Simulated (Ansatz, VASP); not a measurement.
## MgSnO2: VASP beside Ansatz

INCAR

```
SYSTEM = MgSnO2
  PREC = Accurate
  ENCUT = 600
  EDIFF = 1E-6
  ISMEAR = 0
  SIGMA = 0.1
  LREAL = .FALSE.
  LASPH = .TRUE.
  NELM = 60
  ALGO = Normal
  ISIF = 3
  LWAVE = .FALSE.
  LCHARG = .FALSE.
  GGA = PE
  IBRION = 2
  NSW = 100
  EDIFFG = -0.01
```

File KPOINTS:

```
Automatic mesh
0
G
  12 12 16
  0 0 0
```

Contents of POSCAR:

```
MgSnO2
1.0
    4.2903163754      0.0000000000      0.0000000000
    0.0000000000      4.2903163754      0.0000000000
    0.0000000000      0.0000000000      2.9913172033
Mg Sn O
1 1 2
Direct
    0.5000000000      0.5000000000      0.5000000000
    0.0000000000      0.0000000000      0.0000000000
    0.5000000000      0.0000000000      0.0000000000
    0.0000000000      0.5000000000      0.0000000000
```

Input for Ansatz:

```yaml
crystal:
  lattice:
    - [4.2903163754, 0.0, 0.0]
    - [0.0, 4.2903163754, 0.0]
    - [0.0, 0.0, 2.9913172033]
  atoms:
    - { symbol: Mg, position: [0.5, 0.5, 0.5] }
    - { symbol: Sn, position: [0.0, 0.0, 0.0] }
    - { symbol: O, position: [0.5, 0.0, 0.0] }
    - { symbol: O, position: [0.0, 0.5, 0.0] }
basis:
  ecutwfc: 420
kpoints:
  mp_grid: { grid: [12, 12, 16] }
hamiltonian:
  xc: pbe
scf:
  occupations: { method: gaussian, width: 0.1 }
output:
  forces: true
  stress: true
  eigenvalues: true
relax:
  adjacent_minimum: "off"
  f_tol: 0.01
  max_steps: 80
  cell: { stress_tol: 0.05 }
```

Alike in both runs: task relaxation of cell and atoms; functional PBE; k mesh 12 × 12 × 16; occupations gaussian, width 0.1 eV; no spin polarisation.

|  | VASP | Ansatz |
| --- | --- | --- |
| version | VASP 6.6.1 | Ansatz 0.2.0 |
| potentials or method | VASP PAW PBE potentials, release 64 (Mg, Sn_d, O), cutoff 600 eV | scalar-relativistic, plane waves, PAW |
| valence electrons in the cell | 28 | 36 |

VASP gave:

* gap on the k mesh at the Fermi level, each at its own relaxed structure (eV): none
* relaxed volume (Å³/atom): 13.82
* relaxed cell length with the largest relative difference (Å): 2.999

Question: What did Ansatz give for the same quantities?

Answer: gap on the k mesh at the Fermi level, each at its own relaxed structure (eV): none; relaxed volume (Å³/atom): 13.83; relaxed cell length with the largest relative difference (Å): 3.004.

A gap of «none» marks a metal or a gap that the smearing closes. VASP's potentials hold 28 valence electrons a cell and Ansatz's 36, so a difference there can come from the potentials and not from the codes.
